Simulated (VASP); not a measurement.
Write the native input for VASP 6.6.1 that does the following.

```yaml
Task: single point
Functional: LDA
Potentials_or_basis: VASP PAW LDA potentials, release 64 (Pd)
Cutoff: 500 eV
k_mesh: 25 × 25 × 25
Occupations: gaussian, width 0.15 eV
Spin: no spin polarisation
Dipole_correction: no
Mended: yes
Further_INCAR_settings: ALGO = Normal; EDIFF = 1e-06; NBANDS = 11
```

The structure of Pd lies in POSCAR:

```
Pd
1.0
    0.0000000000      1.9449000000      1.7893080000
    1.9449000000      0.0000000000      1.7893080000
    1.9449000000      1.9449000000      0.0000000000
Pd
1
Direct
    0.0000000000      0.0000000000      0.0000000000
```

These files were run (other wordings do the same):

INCAR

```
PREC = Accurate ; ENCUT = 500
EDIFF = 1E-6 ; ISMEAR = 0
SIGMA = 0.15 ; LREAL = F
LASPH = T ; NELM = 120
ALGO = Normal ; ISIF = 2
LWAVE = F ; LCHARG = F
NBANDS = 11 ; GGA_COMPAT = F
```

KPOINTS

```
Automatic mesh
0
Gamma
  25 25 25
```

Potentials or basis: VASP PAW LDA potentials, release 64 (Pd).

Run with:

```console
$ cat potpaw_LDA.64/Pd/POTCAR > POTCAR
$ mpirun -np 1 vasp_std > vasp.out
```

Results of the run:

| Quantity | Value |
| --- | --- |
| Pressure | 12.2 GPa |
| Band gap on the k mesh | zero (bands 5 and 6 overlap by 2.08 eV) |

Caveat: the cell stands under pressure.

Wall time 79 s on 1 thread of Intel(R) Xeon(R) Platinum 8488C (Sapphire Rapids), on a shared host, peak memory 0.27 GiB.
